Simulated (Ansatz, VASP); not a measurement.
**ZnS: VASP beside Ansatz**

```
CELL_PARAMETERS angstrom
0.02388 2.67551 2.65162
2.67551 0.02388 2.65162
2.69939 2.69939 0.00000
ATOMIC_POSITIONS crystal
Zn 0.00172 0.00172 0.99828
S 0.24828 0.24828 0.25172
```

Alike in both runs: task single point; functional HSE06; k mesh 4 × 4 × 4; no spin polarisation.

```csv
,VASP,Ansatz
version,VASP 6.6.1,Ansatz 0.2.0
potentials or method,"VASP PAW PBE potentials, release 64 (Zn, S), cutoff 400 eV","scalar-relativistic, plane waves, PAW"
occupations,"gaussian, width 0.01 eV",fixed
valence electrons in the cell,18,18
```

VASP gave:

| Item | Value |
| --- | --- |
| gap on the k mesh at the Fermi level (eV) | 3.48 |
| least direct gap on the mesh (eV) | 3.48 |

Q: Which values does Ansatz return?

A: gap on the k mesh at the Fermi level (eV): 3.49; least direct gap on the mesh (eV): 3.49.

The k mesh is coarse, so the values compare programs but aren't converged.
